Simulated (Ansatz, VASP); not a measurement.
## One calculation of PIr, two programs

Contents of INCAR:

```
SYSTEM = PIr
PREC     = Accurate       ! precision mode
ENCUT    = 520            ! plane-wave cutoff, eV
EDIFF    = 1E-6           ! SCF threshold, eV
ISMEAR   = -1             ! smearing method
SIGMA    = 0.05           ! smearing width, eV
LREAL    = .FALSE.        ! projectors in reciprocal space
LASPH    = .TRUE.         ! aspherical terms in the spheres
NELM     = 150            ! most SCF steps
ALGO     = Normal         ! electronic algorithm
ISIF     = 2              ! what is computed and relaxed
LWAVE    = .FALSE.        ! write WAVECAR
LCHARG   = .FALSE.        ! write CHGCAR
MAGMOM   = 0 0 0 0 0 0    ! initial moments
LORBIT   = 11             ! projections on sites
LSORBIT  = .TRUE.         ! spin-orbit coupling
GGA_COMPAT= .FALSE.      
LORBMOM  = .TRUE.       
LMAXMIX  = 4              ! l up to which the mixer works
GGA      = PE             ! functional
NBANDS   = 26             ! bands
```

Contents of KPOINTS:

```
Automatic mesh
0
G
  13 13 13
  0 0 0
```

POSCAR

```
PIr
1.0
    0.0000000000      2.4648029302      2.4648029302
    2.4648029302      0.0000000000      2.4648029302
    2.4648029302      2.4648029302      0.0000000000
Ir P
1 1
Direct
    0.0000000000      0.0000000000      0.0000000000
    0.5000000000      0.5000000000      0.5000000000
```

Input for Ansatz:

```yaml
crystal:
  lattice:
    - [0.0, 2.4648029302, 2.4648029302]
    - [2.4648029302, 0.0, 2.4648029302]
    - [2.4648029302, 2.4648029302, 0.0]
  atoms:
    - { symbol: Ir, position: [0.0, 0.0, 0.0] }
    - { symbol: P, position: [0.5, 0.5, 0.5] }
kpoints:
  mp_grid: { grid: [13, 13, 13] }
  band_path:
    path:
      - [0.0, 0.0, 0.0]
      - [0.5, 0.0, 0.5]
      - [0.625, 0.25, 0.625]
      - [0.375, 0.375, 0.75]
      - [0.0, 0.0, 0.0]
      - [0.5, 0.5, 0.5]
      - [0.5, 0.25, 0.75]
      - [0.5, 0.0, 0.5]
    npoints: 5
scf:
  occupations: { method: fermi_dirac, width: 0.05 }
hamiltonian:
  xc: pbe
  pseudopotentials: { kind: all_electron, lapw: { basis_error: 0.0005 } }
output:
  forces: true
  stress: true
  eigenvalues: true
magnetization:
  noncollinear: true
  spin_orbit: true
```

Alike in both runs: task single point; functional PBE; k mesh 13 × 13 × 13; occupations fermi-dirac, width 0.05 eV; non-collinear spin, spin-orbit coupling.

```csv
,VASP,Ansatz
version,VASP 6.6.1,Ansatz 0.2.0
potentials or method,"VASP PAW PBE potentials, release 64 (Ir, P), cutoff 520 eV",all-electron LAPW
```

Ansatz gave:

| Property | Result |
| --- | --- |
| pressure (GPa) | 1.3 |
| net moment per atom (μB) | 0.00 |

**Question.** Estimate VASP's values.

**Answer.** Pressure (GPa): 1.7; net moment per atom (μB): 0.00.

Ansatz ran all-electron here, and VASP with PAW potentials.
